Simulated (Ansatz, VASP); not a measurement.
**AlN: VASP beside Ansatz**

```
CELL_PARAMETERS angstrom
0.00000 2.01709 2.01709
2.01709 0.00000 2.01709
2.01709 2.01709 0.00000
ATOMIC_POSITIONS crystal
Al 0.00000 0.00000 0.00000
N 0.50000 0.50000 0.50000
```

Alike in both runs: task single point; functional PBE; dispersion D3(BJ); k mesh 10 × 10 × 10; occupations gaussian, width 0.05 eV; no spin polarisation.

|  | VASP | Ansatz |
| --- | --- | --- |
| version | VASP 6.6.1 | Ansatz 0.2.0 |
| potentials or method | VASP PAW PBE potentials, release 64 (Al, N), cutoff 600 eV | scalar-relativistic, plane waves, PAW |
| valence electrons in the cell | 8 | 8 |

|  | VASP | Ansatz | Ansatz less VASP |
| --- | --- | --- | --- |
| gap on the k mesh at the Fermi level (eV) | 4.67 | 4.69 | +0.023 |
| least direct gap on the mesh (eV) | 5.78 | 5.76 | -0.012 |
| pressure (GPa) | -0.2 | 0.2 | +0.45 |
